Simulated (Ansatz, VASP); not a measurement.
**One calculation of P, two programs**

```
P
1.0
     3.25856    0.00000    0.00000
    -1.62928    2.82200    0.00000
     0.00000    0.00000   34.67903
P
4
Direct
  0.66667 0.33333 0.23259
  0.33333 0.66667 0.19677
  0.66667 0.33333 0.34413
  0.00000 0.00000 0.37995
```

Alike in both runs: functional PBE; dispersion D3(BJ); k mesh 6 × 6 × 1; occupations gaussian, width 0.1 eV; no spin polarisation.

Ansatz relaxed the structure, and its values are those at the end. VASP's run is a single point on that final structure, the one shown.

```csv
,VASP,Ansatz
version,VASP 6.6.1,Ansatz 0.2.0
potentials or method,"VASP PAW PBE potentials, release 64 (P), cutoff 520 eV","scalar-relativistic, plane waves, PAW"
valence electrons in the cell,20,20
```

```csv
,VASP,Ansatz,Ansatz less VASP
gap on the k mesh at the Fermi level (eV),1.52,1.48,-0.043
least direct gap on the mesh (eV),1.89,1.84,-0.043
rms of the force components (eV/Å),0.056,0.003,-0.0521
```

Ansatz's warnings: slab cell height set, structure snapped to symmetry.
